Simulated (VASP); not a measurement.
# Ag: single point with PBE

Crystal: Ag.

```
Ag
1.0
     3.89270    0.00000   -0.00341
     0.00000    3.89271    0.00000
    -1.94831    0.00000    2.25266
Ag
2
Cartesian
  0.0000 0.0000 0.0000
  1.9464 1.9464 -0.0017
```

```
Program                : VASP 6.6.1
Task                   : single point
Functional             : PBE
Potentials or basis    : VASP PAW PBE potentials, release 64 (Ag)
Cutoff                 : 520 eV
k mesh                 : 9 × 9 × 15
Occupations            : gaussian, width 0.1 eV
Spin                   : no spin polarisation
Dipole correction      : no
Further INCAR settings : ALGO = Fast; EDIFF = 1e-06; NBANDS = 18
```

- Pressure: 5.6 GPa
- Band gap on the k mesh: zero (band 11 reaches 12.48 eV, above the bottom of band 12 at 5.39 eV)

Stress tensor (GPa, compression positive):
```
 8.28  0.00 -0.03
 0.00  8.44  0.00
-0.03  0.00 -0.03
```

Levels at points of the mesh, in eV from the Fermi level:
```tsv
k point	band 9	band 10	band 11	band 12	band 13	band 14
(0.00, 0.00, 0.00)	-3.21	-3.14	-2.41	2.48	7.96	9.92
```

It took 85 s on 1 thread of Intel(R) Xeon(R) 6975P-C (Granite Rapids) (shared host), peak memory 0.28 GiB.
